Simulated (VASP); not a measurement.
# Ge (Fd-3m) in VASP: settings compared

Ge is run at these levels: B3LYP, PBEsol-based global hybrid, HSE06, PBE, revPBE+D4; tasks: single point, relaxation of cell and atoms.

Program: VASP 6.6.1. These are calculated values, not measurements. Logs are shortened: lines on timing, memory, paths and dates and some standing lists are left out, and cuts for length are marked.

**What was measured.**

From “Electronic and optical properties of SixGe1-x-ySny alloys lattice-matched to Ge”, 2021, arxiv:2109.02782, for a bulk crystal of Ge at 293 K: band gap 0.666 eV (indirect).

The results are compared with them further down.

### 1 The cell of the first run

It takes space group Fd-3m (No. 227, cubic). Conventional cell: a = 5.620 Å, b = 5.620 Å, c = 5.620 Å, α = 90.00°, β = 90.00°, γ = 90.00°. Ge (site symmetry -43m) has 4 Ge at 2.43 Å within 3.2 Å.

### 2 Single point, B3LYP

File POSCAR:

```
Ge
1.0
    0.0000000000      2.8099234548      2.8099234548
    2.8099234548      0.0000000000      2.8099234548
    2.8099234548      2.8099234548      0.0000000000
Ge
2
Direct
    0.7500000000      0.7500000000      0.7500000000
    0.5000000000      0.5000000000      0.5000000000
```

File INCAR.step1:

```
SYSTEM = Ge
PREC = Accurate
ENCUT = 520
EDIFF = 1E-5
ISMEAR = -1
SIGMA = 0.05
LREAL = .False.
LASPH = .True.
NELM = 80
ALGO = Normal
ISIF = 2
LWAVE = .True.
LCHARG = .False.
GGA = PE
NBANDS = 21
```

File INCAR.step2:

```
SYSTEM = Ge
PREC = Accurate
ENCUT = 520
EDIFF = 1E-6
ISMEAR = -1
SIGMA = 0.05
LREAL = .False.
LASPH = .True.
NELM = 80
ALGO = Normal
ISIF = 2
LWAVE = .False.
LCHARG = .False.
GGA = B3
LHFCALC = .True.
AEXX = 0.2
AGGAX = 0.72
AGGAC = 0.81
ALDAC = 0.19
PRECFOCK = Normal
ISTART = 1
NBANDS = 21
```

File KPOINTS:

```
Automatic mesh
0
Gamma
  4 4 4
  0 0 0
```

Potentials or basis: VASP PAW PBE potentials, release 64 (Ge_d).

The run is started by

```
$ cat potpaw_PBE.64/Ge_d/POTCAR > POTCAR
$ cp INCAR.step1 INCAR
$ mpirun -np 1 vasp_std > vasp.out
$ cp INCAR.step2 INCAR
$ mpirun -np 1 vasp_std > vasp.out
```

OUTCAR:

```text
SYSTEM = Ge
   PREC = Accurate
   ENCUT = 520
   EDIFF = 1E-6
   ISMEAR = -1
   LREAL = .False.
   LASPH = .True.
   NELM = 80
   ISIF = 2
   GGA = B3
   LHFCALC = .True.
   AEXX = 0.2
   PRECFOCK = Normal
   ISTART = 1

 ion  position               nearest neighbor table
   1  0.750  0.750  0.750-   2 2.43   2 2.43   2 2.43   2 2.43
   2  0.500  0.500  0.500-   1 2.43   1 2.43   1 2.43   1 2.43

  LATTYP: Found a face centered cubic cell.
 ALAT       =     5.6198469096

  Lattice vectors:

 A1 = (   0.0000000000,   2.8099234548,   2.8099234548)
 A2 = (   2.8099234548,   0.0000000000,   2.8099234548)
 A3 = (   2.8099234548,   2.8099234548,   0.0000000000)

Analysis of symmetry for initial positions (statically):
=====================================================================
 Subroutine PRICEL returns:
 Original cell was already a primitive cell.

 Routine SETGRP: Setting up the symmetry group for a
 face centered cubic supercell.

 Subroutine GETGRP returns: Found 48 space group operations
 (whereof 24 operations were pure point group operations)
 out of a pool of 48 trial point group operations.

The static configuration has the point symmetry T_d .
 The point group associated with its full space group is O_h .

Analysis of symmetry for dynamics (positions and initial velocities):
=====================================================================
 Subroutine PRICEL returns:
 Original cell was already a primitive cell.

 Routine SETGRP: Setting up the symmetry group for a
 face centered cubic supercell.

 Subroutine GETGRP returns: Found 48 space group operations
 (whereof 24 operations were pure point group operations)
 out of a pool of 48 trial point group operations.

The dynamic configuration has the point symmetry T_d .
 The point group associated with its full space group is O_h .

 Subroutine INISYM returns: Found 48 space group operations
 (whereof 24 operations are pure point group operations),
 and found     1 'primitive' translations

----------------------------------------------------------------------------------------

                                     Primitive cell

  volume of cell :      44.3725

  direct lattice vectors                    reciprocal lattice vectors
     0.000000000  2.809923455  2.809923455    -0.177940790  0.177940790  0.177940790
     2.809923455  0.000000000  2.809923455     0.177940790 -0.177940790  0.177940790
     2.809923455  2.809923455  0.000000000     0.177940790  0.177940790 -0.177940790

  length of vectors
     3.973831859  3.973831859  3.973831859     0.308202489  0.308202489  0.308202489

  position of ions in fractional coordinates (direct lattice)
     0.750000000  0.750000000  0.750000000
     0.500000000  0.500000000  0.500000000

  ion indices of the primitive-cell ions
   primitive index   ion index
                 1           1
                 2           2

----------------------------------------------------------------------------------------

 KPOINTS: Automatic mesh

Automatic generation of k-mesh.
 Grid dimensions read from file:
 generate k-points for:    4    4    4

 Generating k-lattice:

  Cartesian coordinates                     Fractional coordinates (reciprocal lattice)
    -0.044485198  0.044485198  0.044485198     0.250000000  0.000000000  0.000000000
     0.044485198 -0.044485198  0.044485198     0.000000000  0.250000000  0.000000000
     0.044485198  0.044485198 -0.044485198     0.000000000  0.000000000  0.250000000

  Length of vectors
     0.077050622  0.077050622  0.077050622

  Shift w.r.t. Gamma in fractional coordinates (k-lattice)
     0.000000000  0.000000000  0.000000000

 Subroutine IBZKPT returns following result:
 ===========================================

 Found      8 irreducible k-points:

 Following reciprocal coordinates:
            Coordinates               Weight
  0.000000  0.000000  0.000000      1.000000
  0.250000  0.000000  0.000000      8.000000
  0.500000  0.000000  0.000000      4.000000
  0.250000  0.250000  0.000000      6.000000
  0.500000  0.250000  0.000000     24.000000
 -0.250000  0.250000  0.000000     12.000000
  0.500000  0.500000  0.000000      3.000000
 -0.250000  0.500000  0.250000      6.000000
   k-points           NKPTS =      8   k-points in BZ     NKDIM =     64   number of bands    NBANDS=     21
   number of dos      NEDOS =    301   number of ions     NIONS =      2
   total plane-waves  NPLWV =  27000
   dimension x,y,z NGX =    30 NGY =   30 NGZ =   30
   dimension x,y,z NGXF=    60 NGYF=   60 NGZF=   60
   ions per type =               2
   NGX,Y,Z   is equivalent  to a cutoff of  12.55, 12.55, 12.55 a.u.
   NGXF,Y,Z  is equivalent  to a cutoff of  25.10, 25.10, 25.10 a.u.
 SYSTEM =  Ge
   PREC   = accura    normal or accurate (medium, high low for compatibility)
   ISTART =      1    job   : 0-new  1-cont  2-samecut
   ICHARG =      0    charge: 1-file 2-atom 10-const
   ISPIN  =      1    spin polarized calculation?
   LNONCOLLINEAR =      F non collinear calculations
   LSORBIT =      F    spin-orbit coupling
   LASPH  =      T    aspherical Exc in radial PAW
   ENCUT  =  520.0 eV  38.22 Ry    6.18 a.u.   7.39  7.39  7.39*2*pi/ulx,y,z
   NELM   =     80;   NELMIN=  2; NELMDL=  0     # of ELM steps
   EDIFF  = 0.1E-05   stopping-criterion for ELM
   LREAL  =      F    real-space projection
   EDIFFG = 0.1E-04   stopping-criterion for IOM
   NSW    =      0    number of steps for IOM
   IBRION =     -1    ionic relax: 0-MD 1-quasi-New 2-CG
   NFREE  =      0    steps in history (QN), initial steepest desc. (CG)
   ISIF   =      2    stress and relaxation
   ISYM   =      3    0-nonsym 1-usesym 2-fastsym
   POTIM  = 0.5000    time-step for ionic-motion
   TEBEG  =    0.0;   TEEND  =   0.0 temperature during run
   PSTRESS=    0.0 pullay stress
   NELECT =      28.0000    total number of electrons
   NUPDOWN=      -1.0000    fix difference up-down
   EMIN   =  10.00;   EMAX   =-10.00  energy-range for DOS
   EFERMI =   0.00;   METHOD = LEGACY
   ISMEAR =    -1;   SIGMA  =   0.05  broadening in eV -4-tet -1-fermi 0-gaus
   EFERMI_NEDOS =   21; number of points for ismear=-14 and -15
   IALGO  =     38    algorithm
   IMIX   =      1    mixing-type and parameters
     AMIX     =   0.40;   BMIX     =  1.00
     AMIX_MAG =   1.60;   BMIX_MAG =  1.00
  volume/ion in A,a.u.               =      22.19       149.72
  Fermi-wavevector in a.u.,A,eV,Ry     =   1.404181  2.653517 26.826929  1.971724
  Thomas-Fermi vector in A             =   2.526768
   LORBIT       =      0    0 simple, 1 ext, 2 COOP (PROOUT), +10 PAW based schemes
   GGA     = B3    functional components
   LHFCALC =     T    Hartree Fock is set to
   PRECFOCK=normal    Normal, Fast or Accurate (Low or Medium for compatibility)
   ENCUT4O =  -1.0   cutoff for four orbital integrals eV
   NKREDX  =     1    reduce k-point grid by
   NKREDY  =     1    reduce k-point grid by
   NKREDZ  =     1    reduce k-point grid by
   AEXX    =    0.2000 exact exchange contribution
   HFSCREEN=    0.0000 screening length (either q_TF or 0.3 A-1)
   HFSCREENC=   0.0000 screening length for correlation (either q_TF or 0.3 A-1)
   ENCUTFOCK=  -1.0 apply spherical cutoff to Coloumb kernel
   IVDW    =     0    specifies the selected vdW correction
   LEPSILON=     F    determine dielectric tensor
   LRPA    =     F    only Hartree local field effects (RPA)
 non-spin polarized calculation
  energy-cutoff  :      520.00
  volume of cell :       44.37
 maximum number of plane-waves:      1243
 NGX is ok and might be reduce to    30
  NGX = 24; NGY = 24; NGZ = 24

 number of electron      28.0000033 magnetization

 Free energy of the ion-electron system (eV)
  ---------------------------------------------------
  ext. energy  EPLUGINS =         0.00000000
  ---------------------------------------------------
  free energy    TOTEN  =        -9.63662707 eV

  energy without entropy =       -9.63662683  energy(sigma->0) =       -9.63662695

 E-fermi :   5.5342     XC(G=0):  -7.9620

 val. band max:        4.8726163754   @ k =   0.0000   0.0000   0.0000
 cond. band min:       6.1972179574   @ k =   0.0000   0.0000   0.0000
 fundamental gap:      1.3246015820
 Fermi energy:         5.5342377529

 k-point     1 :       0.0000    0.0000    0.0000
  band No.  band energies     occupation
      1     -22.4818      2.00000
      2     -22.4817      2.00000
      3     -22.4817      2.00000
      4     -22.4423      2.00000
      5     -22.4423      2.00000
      6     -22.2210      2.00000
[... 13 lines left out ...]
     20      15.9116      0.00000
     21      15.9116      0.00000

 k-point     2 :       0.2500    0.0000    0.0000
  band No.  band energies     occupation
      1     -22.5014      2.00000
      2     -22.5014      2.00000
      3     -22.4730      2.00000
      4     -22.4117      2.00000
      5     -22.4117      2.00000
      6     -22.2450      2.00000
[... 13 lines left out ...]
     20      14.7038      0.00000
     21      14.7038      0.00000

 k-point     3 :       0.5000    0.0000    0.0000
  band No.  band energies     occupation
      1     -22.5085      2.00000
      2     -22.5085      2.00000
      3     -22.4640      2.00000
      4     -22.3975      2.00000
      5     -22.3975      2.00000
      6     -22.2528      2.00000
[... 13 lines left out ...]
     20      17.8136      0.00000
     21      17.8485      0.00000

 k-point     4 :       0.2500    0.2500    0.0000
  band No.  band energies     occupation
      1     -22.5018      2.00000
      2     -22.5018      2.00000
      3     -22.4886      2.00000
      4     -22.4057      2.00000
      5     -22.3681      2.00000
      6     -22.3120      2.00000
[... 13 lines left out ...]
     20      16.7271      0.00000
     21      17.0345      0.00000

 k-point     5 :       0.5000    0.2500    0.0000
  band No.  band energies     occupation
      1     -22.5310      2.00000
      2     -22.5151      2.00000
      3     -22.4423      2.00000
      4     -22.3685      2.00000
      5     -22.3484      2.00000
      6     -22.3289      2.00000
[... 13 lines left out ...]
     20      17.9517      0.00000
     21      18.4549      0.00000

 k-point     6 :      -0.2500    0.2500    0.0000
  band No.  band energies     occupation
      1     -22.5258      2.00000
      2     -22.5178      2.00000
      3     -22.4358      2.00000
      4     -22.3949      2.00000
      5     -22.3652      2.00000
      6     -22.2892      2.00000
[... 13 lines left out ...]
     20      16.0097      0.00000
     21      18.5893      0.00000

 k-point     7 :       0.5000    0.5000    0.0000
  band No.  band energies     occupation
      1     -22.5188      2.00000
      2     -22.5188      2.00000
      3     -22.4270      2.00000
      4     -22.4270      2.00000
      5     -22.3193      2.00000
      6     -22.3193      2.00000
[... 13 lines left out ...]
     20      18.3412      0.00000
     21      19.4311      0.00000

 k-point     8 :      -0.2500    0.5000    0.2500
  band No.  band energies     occupation
      1     -22.5334      2.00000
      2     -22.5334      2.00000
      3     -22.3821      2.00000
      4     -22.3820      2.00000
      5     -22.3279      2.00000
      6     -22.3279      2.00000
[... 13 lines left out ...]
     20      17.6827      0.00000
     21      19.6585      0.00000

------------------------ aborting loop because EDIFF is reached ----------------------------------------

  FORCE on cell =-STRESS in cart. coord.  units (eV):
  Direction    XX          YY          ZZ          XY          YZ          ZX
  --------------------------------------------------------------------------------------
  -------------------------------------------------------------------------------------
  Total        1.7012721      1.7012721      1.7012721      0.0000000      0.0000000     -0.0000000
  in kB       61.4286410     61.4286410     61.4286410      0.0000000      0.0000000     -0.0000000
  external PRESSURE =      61.4286410 kB  Pullay stress =       0.0000000 kB

 VOLUME and BASIS-vectors are now :
 -----------------------------------------------------------------------------
  energy-cutoff  :      520.00
  volume of cell :       44.37
      direct lattice vectors                 reciprocal lattice vectors
     0.000000000  2.809923455  2.809923455    -0.177940790  0.177940790  0.177940790
     2.809923455  0.000000000  2.809923455     0.177940790 -0.177940790  0.177940790
     2.809923455  2.809923455  0.000000000     0.177940790  0.177940790 -0.177940790

 POSITION                                       TOTAL-FORCE (eV/Angst)
 -----------------------------------------------------------------------------------
      4.21489      4.21489      4.21489        -0.000000     -0.000000     -0.000000
      2.80992      2.80992      2.80992         0.000000      0.000000      0.000000
 -----------------------------------------------------------------------------------
    total drift:                               -0.000005      0.000007     -0.000012

  FREE ENERGIE OF THE ION-ELECTRON SYSTEM (eV)
  ---------------------------------------------------
  free  energy   TOTEN  =        -9.6366270716 eV

  energy  without entropy=       -9.6366268286  energy(sigma->0) =       -9.63662695
```

Wall time 16 min (1 thread of AMD EPYC 7R43 (Zen 3), shared host); peak memory 0.14 GiB.

What came out:

| Quantity | Value |
| --- | --- |
| Free energy | -9.6366 eV |
| Pressure | 6.1 GPa |
| Band gap on the k mesh | 1.32 eV, direct |

Levels at points of the mesh, in eV from the valence-band top:
```
           k point  band 11  band 12  band 13  band 14  band 15  band 16  band 17  band 18
(0.00, 0.00, 0.00)   -13.99     0.00     0.00     0.00     1.32     3.74     3.74     3.74
(0.50, 0.00, 0.00)   -11.69    -8.27    -1.53    -1.53     1.36     5.03     5.03     8.64
(0.50, 0.50, 0.00)    -9.70    -9.70    -3.35    -3.35     1.89     1.89    11.27    11.27
```

Caveat: the k points lie up to 0.48 Å⁻¹ apart; the PAW data sets were made with another functional, which shifts forces and pressure a little. A k mesh can miss the band edges.

### 3 Single point, PBEsol-based global hybrid

This run uses another cell than the first one, of 22.64 Å³/atom, 1.020 times its volume.

File POSCAR:

```
Ge
1.0
    0.0000000000      2.8289100000      2.8289100000
    2.8289100000      0.0000000000      2.8289100000
    2.8289100000      2.8289100000      0.0000000000
Ge
2
Direct
    0.7500000000      0.7500000000      0.7500000000
    0.5000000000      0.5000000000      0.5000000000
```

File INCAR.step1:

```
SYSTEM = Ge
PREC = Accurate ; ENCUT = 520
EDIFF = 1E-5 ; ISMEAR = 0
SIGMA = 0.01 ; LREAL = .False.
LASPH = .True. ; NELM = 80
ALGO = Normal ; ISIF = 2
LWAVE = .True. ; LCHARG = .False.
NBANDS = 21 ; GGA = PE
```

File INCAR.step2:

```
SYSTEM = Ge
PREC = Accurate ; ENCUT = 520
EDIFF = 1E-7 ; ISMEAR = 0
SIGMA = 0.01 ; LREAL = .False.
LASPH = .True. ; NELM = 80
ALGO = Normal ; ISIF = 2
LWAVE = .False. ; LCHARG = .False.
GGA = PS ; LHFCALC = .True.
AEXX = 0.25 ; PRECFOCK = Normal
NBANDS = 21 ; ISTART = 1
```

KPOINTS is that of step 2.

Potentials or basis: VASP PAW PBE potentials, release 64 (Ge_d).

The run is started by

```
$ cat potpaw_PBE.64/Ge_d/POTCAR > POTCAR
$ cp INCAR.step1 INCAR
$ mpirun -np 1 vasp_std > vasp.out
$ cp INCAR.step2 INCAR
$ mpirun -np 1 vasp_std > vasp.out
```

It took 25 min on 1 thread of Intel Xeon Platinum 8375C at 2.90GHz (Ice Lake), shared host; peak memory 0.17 GiB.

The run converged. Its results:

* Free energy: -12.0796 eV
* Pressure: -1.3 GPa
* Band gap on the k mesh: 1.53 eV, indirect (least direct gap 1.61 eV)

Levels at points of the mesh, in eV from the valence-band top:
```
           k point  band 12  band 13  band 14  band 15  band 16  band 17
(0.00, 0.00, 0.00)     0.00     0.00     0.00     1.61     3.96     3.96
(0.50, 0.00, 0.00)    -8.36    -1.53    -1.53     1.53     5.19     5.19
(0.50, 0.50, 0.00)    -9.76    -3.38    -3.38     1.95     1.95    11.56
```

Caveat: the k points lie up to 0.48 Å⁻¹ apart; the PAW data sets were made with another functional, which shifts forces and pressure a little. A k mesh can miss the band edges.

[end of part 1 of 2]
